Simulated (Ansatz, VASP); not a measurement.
**One calculation of V, two programs**

INCAR

```
  PREC = Accurate
  ENCUT = 520
  EDIFF = 1E-6
  ISMEAR = -1
  SIGMA = 0.1
  LREAL = False
  LASPH = True
  NELM = 60
  ALGO = Normal
  ISIF = 2
  LWAVE = False
  LCHARG = False
  GGA = RP
  NBANDS = 12
```

KPOINTS

```
regular mesh
0
Gamma
  14 14 14
```

The input POSCAR:

```
V
1.0
    2.4368656100      0.0000000000      0.0000000000
    0.0000000000      2.4368656100      0.0000000000
    0.0000000000      0.0000000000      2.4368656100
V
1
Direct
    0.0000000000      0.0000000000      0.0000000000
```

Input for Ansatz:

```yaml
crystal:
  lattice:
    - [2.43686561, 0.0, 0.0]
    - [0.0, 2.43686561, 0.0]
    - [0.0, 0.0, 2.43686561]
  atoms:
    - { symbol: V, position: [0.0, 0.0, 0.0] }
hamiltonian:
  xc: rpbe
  pseudopotentials:
    kind: paw
    azcp:
      V: "pseudopotentials/V.paw.azcp"
basis:
  ecutwfc: 420
  fft_grid_basis: typed
kpoints:
  mp_grid: { grid: [14, 14, 14], shift: [0, 0, 0] }
magnetization:
  spin_polarized: false
scf:
  occupations: { method: fermi_dirac, width: 0.1 }
  lower_state_search: "off"
output:
  stress: true
```

Alike in both runs: task single point; functional RPBE; k mesh 14 × 14 × 14; occupations fermi-dirac, width 0.1 eV; no spin polarisation.

```csv
,VASP,Ansatz
version,VASP 6.6.1,Ansatz 0.2.0
potentials or method,"VASP PAW PBE potentials, release 64 (V_sv), cutoff 520 eV","plane waves (420 eV) with PAW, scalar-relativistic"
valence electrons in the cell,13,13
```

VASP gave:

```
pressure (GPa) : 6.4
```

**Question.** Estimate Ansatz's values.

**Answer.** Pressure (GPa): 6.1.

VASP's potentials were made for PBE, not for RPBE.
